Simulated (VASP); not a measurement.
# Hf5H in VASP: further runs

Runs on Hf5H. Level: PBE+D3(BJ). Tasks: single point.

Everything below comes from runs of VASP 6.6.1. Logs are shortened: lines on timing, memory, paths and dates and some standing lists are left out, and cuts for length are marked.

### Step 1. The cell of the first run

The cell holds a slab with vacuum, 6 atoms: a = 4.956 Å, b = 4.956 Å, c = 21.133 Å, α = 90.00°, β = 90.00°, γ = 120.00°.

### Step 2. Single point, PBE+D3(BJ)

The input, INCAR:

```
SYSTEM = Hf5H
PREC = Accurate
ENCUT = 520
EDIFF = 1E-7
ISMEAR = 0
SIGMA = 0.1
LREAL = .False.
LASPH = .True.
NELM = 60
ALGO = Normal
ISIF = 2
LWAVE = .False.
LCHARG = .False.
LDIPOL = .True.
IDIPOL = 3
DIPOL = 0.5 0.5 0.319
GGA = PE
IVDW = 12
NBANDS = 34
```

The input, KPOINTS:

```
Automatic mesh
0
Gamma
  6 6 1
  0 0 0
```

The input, POSCAR:

```
Hf5H
1.0
    4.9564149667      0.0000000000      0.0000000000
   -2.4782074834      4.2923812729      0.0000000000
    0.0000000000      0.0000000000     21.1328376004
Hf H
5 1
Direct
    0.6666666667      0.3333333333      0.1892788879
    0.3333333333      0.6666666667      0.2371533849
    0.0000000000      0.0000000000      0.2763383880
    0.6666666667      0.3333333333      0.3164267596
    0.3333333333      0.6666666667      0.3706476976
    0.7777777778      0.8888888889      0.5268027802
```

Potentials or basis: VASP PAW PBE potentials, release 64 (Hf_pv, H).

Run with:

```sh
$ cat potpaw_PBE.64/Hf_pv/POTCAR potpaw_PBE.64/H/POTCAR > POTCAR
$ mpirun -np 1 vasp_std > vasp.out
```

OUTCAR:

```text
SYSTEM = Hf5H
   PREC = Accurate
   ENCUT = 520
   EDIFF = 1E-7
   ISMEAR = 0
   LREAL = .False.
   LASPH = .True.
   NELM = 60
   ISIF = 2
   GGA = PE
   IVDW = 12
 IVDW          = 12

 ion  position               nearest neighbor table
   1  0.667  0.333  0.189-   4 2.69   2 3.04   2 3.04   2 3.04   3 3.40   3 3.40   3 3.40
   2  0.333  0.667  0.237-   5 2.82   3 2.98   3 2.98   3 2.98   1 3.04   1 3.04   1 3.04   4 3.32
                             4 3.32   4 3.32
   3  0.000  0.000  0.276-   2 2.98   2 2.98   2 2.98   4 2.98   4 2.98   4 2.98   1 3.40   1 3.40
                             1 3.40   5 3.49   5 3.49   5 3.49
   4  0.667  0.333  0.316-   1 2.69   3 2.98   3 2.98   3 2.98   5 3.08   5 3.08   5 3.08   2 3.32
                             2 3.32   2 3.32
   5  0.333  0.667  0.371-   2 2.82   4 3.08   4 3.08   4 3.08   3 3.49   3 3.49   3 3.49
   6  0.778  0.889  0.527-

  LATTYP: Found a hexagonal cell.
 ALAT       =     4.9564149667
 C/A-ratio  =     4.2637345223

  Lattice vectors:

 A1 = (   4.9564149667,   0.0000000000,   0.0000000000)
 A2 = (  -2.4782074834,   4.2923812729,   0.0000000000)
 A3 = (   0.0000000000,   0.0000000000,  21.1328376004)

Analysis of symmetry for initial positions (statically):
=====================================================================
 Subroutine PRICEL returns:
 Original cell was already a primitive cell.

 Routine SETGRP: Setting up the symmetry group for a
 hexagonal supercell.

 Subroutine GETGRP returns: Found  2 space group operations
 (whereof  2 operations were pure point group operations)
 out of a pool of 24 trial point group operations.

The static configuration has the point symmetry C_1h.

Analysis of symmetry for dynamics (positions and initial velocities):
=====================================================================
 Subroutine PRICEL returns:
 Original cell was already a primitive cell.

 Routine SETGRP: Setting up the symmetry group for a
 hexagonal supercell.

 Subroutine GETGRP returns: Found  2 space group operations
 (whereof  2 operations were pure point group operations)
 out of a pool of 24 trial point group operations.

The dynamic configuration has the point symmetry C_1h.

 Subroutine INISYM returns: Found  2 space group operations
 (whereof  2 operations are pure point group operations),
 and found     1 'primitive' translations

----------------------------------------------------------------------------------------

                                     Primitive cell

  volume of cell :     449.5974

  direct lattice vectors                    reciprocal lattice vectors
     4.956414967  0.000000000  0.000000000     0.201758732  0.116485458  0.000000000
    -2.478207483  4.292381273  0.000000000     0.000000000  0.232970917  0.000000000
     0.000000000  0.000000000 21.132837600     0.000000000  0.000000000  0.047319722

  length of vectors
     4.956414967  4.956414967 21.132837600     0.232970917  0.232970917  0.047319722

  position of ions in fractional coordinates (direct lattice)
     0.666666667  0.333333333  0.189278888
     0.333333333  0.666666667  0.237153385
     0.000000000  0.000000000  0.276338388
     0.666666667  0.333333333  0.316426760
     0.333333333  0.666666667  0.370647698
     0.777777778  0.888888889  0.526802780

  ion indices of the primitive-cell ions
   primitive index   ion index
                 1           1
                 2           2
                 3           3
                 4           4
                 5           5
                 6           6

----------------------------------------------------------------------------------------

 KPOINTS: Automatic mesh

Automatic generation of k-mesh.
 Grid dimensions read from file:
 generate k-points for:    6    6    1

 Generating k-lattice:

  Cartesian coordinates                     Fractional coordinates (reciprocal lattice)
     0.033626455  0.019414243  0.000000000     0.166666667  0.000000000  0.000000000
     0.000000000  0.038828486  0.000000000     0.000000000  0.166666667  0.000000000
     0.000000000  0.000000000  0.047319722     0.000000000  0.000000000  1.000000000

  Length of vectors
     0.038828486  0.038828486  0.047319722

  Shift w.r.t. Gamma in fractional coordinates (k-lattice)
     0.000000000  0.000000000  0.000000000

 Subroutine IBZKPT returns following result:
 ===========================================

 Found     13 irreducible k-points:

 Following reciprocal coordinates:
            Coordinates               Weight
  0.000000  0.000000  0.000000      1.000000
  0.166667  0.000000  0.000000      2.000000
  0.000000  0.166667  0.000000      4.000000
  0.333333  0.000000  0.000000      2.000000
  0.000000  0.333333  0.000000      4.000000
  0.500000  0.000000  0.000000      1.000000
  0.000000  0.500000  0.000000      2.000000
  0.166667  0.166667  0.000000      4.000000
 -0.166667  0.333333  0.000000      2.000000
  0.333333  0.166667  0.000000      4.000000
 -0.166667  0.500000  0.000000      4.000000
  0.500000  0.333333  0.000000      4.000000
  0.333333  0.333333  0.000000      2.000000
   k-points           NKPTS =     13   k-points in BZ     NKDIM =     13   number of bands    NBANDS=     34
   number of dos      NEDOS =    301   number of ions     NIONS =      6
   total plane-waves  NPLWV = 256000
   dimension x,y,z NGX =    40 NGY =   40 NGZ =  160
   dimension x,y,z NGXF=    80 NGYF=   80 NGZF=  320
   ions per type =               5   1
   NGX,Y,Z   is equivalent  to a cutoff of  13.42, 13.42, 12.59 a.u.
   NGXF,Y,Z  is equivalent  to a cutoff of  26.83, 26.83, 25.17 a.u.
 SYSTEM =  Hf5H
   PREC   = accura    normal or accurate (medium, high low for compatibility)
   ISTART =      0    job   : 0-new  1-cont  2-samecut
   ICHARG =      2    charge: 1-file 2-atom 10-const
   ISPIN  =      1    spin polarized calculation?
   LNONCOLLINEAR =      F non collinear calculations
   LSORBIT =      F    spin-orbit coupling
   LASPH  =      T    aspherical Exc in radial PAW
   ENCUT  =  520.0 eV  38.22 Ry    6.18 a.u.   9.22  9.22 39.29*2*pi/ulx,y,z
   NELM   =     60;   NELMIN=  2; NELMDL= -5     # of ELM steps
   EDIFF  = 0.1E-06   stopping-criterion for ELM
   LREAL  =      F    real-space projection
   EDIFFG = 0.1E-05   stopping-criterion for IOM
   NSW    =      0    number of steps for IOM
   IBRION =     -1    ionic relax: 0-MD 1-quasi-New 2-CG
   NFREE  =      0    steps in history (QN), initial steepest desc. (CG)
   ISIF   =      2    stress and relaxation
   ISYM   =      2    0-nonsym 1-usesym 2-fastsym
   POTIM  = 0.5000    time-step for ionic-motion
   TEBEG  =    0.0;   TEEND  =   0.0 temperature during run
   PSTRESS=    0.0 pullay stress
   NELECT =      51.0000    total number of electrons
   NUPDOWN=      -1.0000    fix difference up-down
   EMIN   =  10.00;   EMAX   =-10.00  energy-range for DOS
   EFERMI =   0.00;   METHOD = LEGACY
   ISMEAR =     0;   SIGMA  =   0.10  broadening in eV -4-tet -1-fermi 0-gaus
   EFERMI_NEDOS =   21; number of points for ismear=-14 and -15
   IALGO  =     38    algorithm
   IMIX   =      4    mixing-type and parameters
     AMIX     =   0.40;   BMIX     =  1.00
     AMIX_MAG =   1.60;   BMIX_MAG =  1.00
  volume/ion in A,a.u.               =      74.93       505.67
  Fermi-wavevector in a.u.,A,eV,Ry     =   0.792484  1.497577  8.544871  0.628030
  Thomas-Fermi vector in A             =   1.898231
   LORBIT       =      0    0 simple, 1 ext, 2 COOP (PROOUT), +10 PAW based schemes
   GGA     = PE    functional components
   LHFCALC =     F    Hartree Fock is set to
   AEXX    =    0.0000 exact exchange contribution
   IVDW    =    12    specifies the selected vdW correction
   LEPSILON=     F    determine dielectric tensor
   LRPA    =     F    only Hartree local field effects (RPA)
 non-spin polarized calculation
 Gauss-broadening in eV      SIGMA  =   0.10
  energy-cutoff  :      520.00
  volume of cell :      449.60
 maximum number of plane-waves:     12126
 NGX is ok and might be reduce to    40
   NGX = 19   NGY = 19   NGZ = 79

 dipolmoment           0.000000      0.000000     -0.339088 electrons x Angstroem

 number of electron      51.0000004 magnetization

 dipolmoment           0.000000      0.000000      0.375453 electrons x Angstroem

 Free energy of the ion-electron system (eV)
  ---------------------------------------------------
  ext. energy  EPLUGINS =         0.00000000
  ---------------------------------------------------
  free energy    TOTEN  =       -44.50258036 eV

  energy without entropy =      -44.43055127  energy(sigma->0) =      -44.46656581

 E-fermi :  -2.2748     XC(G=0):  -4.1089

 val. band max:       -2.2918374112   @ k =  -0.1667   0.3333   0.0000
 cond. band min:      -2.2571063257   @ k =   0.0000   0.5000   0.0000
 fundamental gap:      0.0347310855
 Fermi energy:        -2.2747698550

 k-point     1 :       0.0000    0.0000    0.0000
  band No.  band energies     occupation
      1     -33.6813      2.00000
      2     -33.6373      2.00000
      3     -33.6292      2.00000
      4     -33.5384      2.00000
      5     -33.3074      2.00000
      6     -33.3057      2.00000
[... 26 lines left out ...]
     33       0.4259      0.00000
     34       0.4269      0.00000

 k-point     2 :       0.1667    0.0000    0.0000
  band No.  band energies     occupation
      1     -33.6844      2.00000
      2     -33.6413      2.00000
      3     -33.6324      2.00000
      4     -33.5415      2.00000
      5     -33.3189      2.00000
      6     -33.3078      2.00000
[... 26 lines left out ...]
     33       0.0057      0.00000
     34       0.2516      0.00000

 k-point     3 :       0.0000    0.1667    0.0000
  band No.  band energies     occupation
      1     -33.6852      2.00000
      2     -33.6404      2.00000
      3     -33.6325      2.00000
      4     -33.5417      2.00000
      5     -33.3177      2.00000
      6     -33.3090      2.00000
[... 26 lines left out ...]
     33       0.0179      0.00000
     34       0.2545      0.00000

 k-point     4 :       0.3333    0.0000    0.0000
  band No.  band energies     occupation
      1     -33.6908      2.00000
      2     -33.6497      2.00000
      3     -33.6377      2.00000
      4     -33.5483      2.00000
      5     -33.3406      2.00000
      6     -33.3025      2.00000
[... 26 lines left out ...]
     33      -0.2027      0.00000
     34      -0.0896      0.00000

 k-point     5 :       0.0000    0.3333    0.0000
  band No.  band energies     occupation
      1     -33.6937      2.00000
      2     -33.6467      2.00000
      3     -33.6371      2.00000
      4     -33.5491      2.00000
      5     -33.3394      2.00000
      6     -33.3037      2.00000
[... 214 lines left out ...]
 k-point    11 :      -0.1667    0.5000    0.0000
  band No.  band energies     occupation
      1     -33.6978      2.00000
      2     -33.6506      2.00000
      3     -33.6351      2.00000
      4     -33.5562      2.00000
      5     -33.3415      2.00000
      6     -33.2979      2.00000
[... 26 lines left out ...]
     33      -0.4840      0.00000
     34      -0.3130      0.00000

 k-point    12 :       0.5000    0.3333    0.0000
  band No.  band energies     occupation
      1     -33.6975      2.00000
      2     -33.6494      2.00000
      3     -33.6367      2.00000
      4     -33.5560      2.00000
      5     -33.3417      2.00000
      6     -33.2977      2.00000
[... 26 lines left out ...]
     33      -0.4713      0.00000
     34      -0.3039      0.00000

 k-point    13 :       0.3333    0.3333    0.0000
  band No.  band energies     occupation
      1     -33.6990      2.00000
      2     -33.6501      2.00000
      3     -33.6354      2.00000
      4     -33.5614      2.00000
      5     -33.3396      2.00000
      6     -33.2917      2.00000
[... 26 lines left out ...]
     33      -0.6147      0.00000
     34      -0.5212      0.00000

------------------------ aborting loop because EDIFF is reached ----------------------------------------

 vacuum level on the upper side and lower side of the slab       (xc-potential included)         1.433        -1.681

 Edisp (eV)   -1.19915

 E8    (eV) :    -0.6672

  FORCE on cell =-STRESS in cart. coord.  units (eV):
  Direction    XX          YY          ZZ          XY          YZ          ZX
  --------------------------------------------------------------------------------------
  -------------------------------------------------------------------------------------
  Total      -4.17562    -4.06036    -1.26018    -0.09981    -0.28826    -0.49928
  in kB     -14.88016   -14.46944    -4.49077    -0.35569    -1.02724    -1.77922
  external pressure =      -11.28 kB  Pullay stress =        0.00 kB

 VOLUME and BASIS-vectors are now :
 -----------------------------------------------------------------------------
  energy-cutoff  :      520.00
  volume of cell :      449.60
      direct lattice vectors                 reciprocal lattice vectors
     4.956414967  0.000000000  0.000000000     0.201758732  0.116485458  0.000000000
    -2.478207483  4.292381273  0.000000000     0.000000000  0.232970917  0.000000000
     0.000000000  0.000000000 21.132837600     0.000000000  0.000000000  0.047319722

 POSITION                                       TOTAL-FORCE (eV/Angst)
 -----------------------------------------------------------------------------------
      2.47821      1.43079      4.00000         0.027029      0.015605     -0.939262
     -0.00000      2.86159      5.01172         0.011777      0.006800      1.026825
      0.00000      0.00000      5.83981        -0.027700     -0.015992      0.015357
      2.47821      1.43079      6.68700        -0.061858     -0.035713     -0.131725
     -0.00000      2.86159      7.83284         0.198760      0.114754      0.656364
      1.65214      3.81545     11.13284        -0.148008     -0.085453     -0.627559
 -----------------------------------------------------------------------------------
    total drift:                                0.000023      0.000013      0.000019

  FREE ENERGIE OF THE ION-ELECTRON SYSTEM (eV)
  ---------------------------------------------------
  free  energy   TOTEN  =       -45.7017326546 eV

  energy  without entropy=      -45.6297035718  energy(sigma->0) =      -45.66571811

 vacuum level on the upper side and lower side of the slab         4.095         0.898
```

Wall time 12 min (1 thread of Intel Xeon Platinum 8259CL at 2.50GHz (Skylake/Cascade Lake), shared host); peak memory 0.64 GiB.

What came out:

- Free energy: -45.7017 eV
- Largest force: 1.027 eV/Å
- Dispersion energy per atom: -0.200 eV

Forces in eV/Å, atoms in the order of the input:
```
Hf   0.027  0.016 -0.939
Hf   0.012  0.007  1.027
Hf  -0.028 -0.016  0.015
Hf  -0.062 -0.036 -0.132
Hf   0.199  0.115  0.656
H   -0.148 -0.085 -0.628
```

Levels at points of the mesh, in eV from the Fermi level:
| k point | band 22 | band 23 | band 24 | band 25 | band 26 | band 27 | band 28 | band 29 | band 30 | band 31 |
| --- | --- | --- | --- | --- | --- | --- | --- | --- | --- | --- |
| (0.00, 0.00, 0.00) | -0.98 | -0.76 | -0.31 | -0.29 | -0.25 | -0.04 | -0.04 | 0.19 | 1.04 | 1.04 |
| (0.50, 0.00, 0.00) | -0.89 | -0.57 | -0.26 | -0.19 | -0.03 | 0.06 | 0.10 | 0.38 | 0.89 | 1.05 |
| (0.00, 0.50, 0.00) | -0.90 | -0.53 | -0.19 | -0.14 | -0.03 | 0.02 | 0.10 | 0.24 | 0.87 | 1.04 |

Caveat: spin-orbit coupling is left out, which moves the levels of the heavy elements.

### Step 3. Single point, PBE+D3(BJ)

The input, INCAR:

```
ALGO = Normal
DIPOL = 0.5 0.5 0.319
EDIFF = 1E-6
ENCUT = 520
GGA = PE
IDIPOL = 3
ISIF = 2
ISMEAR = 0
IVDW = 12
LASPH = True
LCHARG = False
LDIPOL = True
LREAL = False
LWAVE = False
NBANDS = 34
NELM = 80
PREC = Accurate
SIGMA = 0.1
```

The input, KPOINTS:

```
k-points
0
Gamma
  6 6 1
```

Edit POSCAR of step 2 so:

```diff
@@ -13,2 +13,2 @@
     0.3333333333      0.6666666667      0.3706476976
-    0.7777777778      0.8888888889      0.5268027802
+    0.7777777778      1.5555555556      0.5268027802
```

Potentials or basis: VASP PAW PBE potentials, release 64 (Hf_pv, H).

Run with:

```sh
$ cat potpaw_PBE.64/Hf_pv/POTCAR potpaw_PBE.64/H/POTCAR > POTCAR
$ mpirun -np 1 vasp_std > vasp.out
```

It took 8.8 min on 1 thread of Intel Xeon Platinum 8259CL at 2.50GHz (Skylake/Cascade Lake), shared host; peak memory 0.66 GiB.

It converged, with:

| Quantity | Value |
| --- | --- |
| Free energy | -45.7427 eV |
| Largest force | 1.025 eV/Å |
| Dispersion energy per atom | -0.200 eV |

Forces on the atoms (eV/Å):
```
Hf   0.000  0.005 -1.025
Hf   0.000 -0.012  1.006
Hf   0.000  0.005  0.000
Hf   0.000  0.026  0.097
Hf   0.000  0.016  0.608
H    0.000 -0.039 -0.686
```

Levels at points of the mesh, in eV from the Fermi level:
```tsv
k point	band 23	band 24	band 25	band 26	band 27	band 28	band 29	band 30
(0.00, 0.00, 0.00)	-0.76	-0.30	-0.29	-0.25	-0.04	-0.03	0.19	1.04
(0.50, 0.00, 0.00)	-0.56	-0.26	-0.17	-0.03	0.02	0.10	0.40	0.92
(0.00, 0.50, 0.00)	-0.53	-0.21	-0.10	-0.03	0.02	0.10	0.27	0.82
```

Caveat: spin-orbit coupling is left out, which moves the levels of the heavy elements.
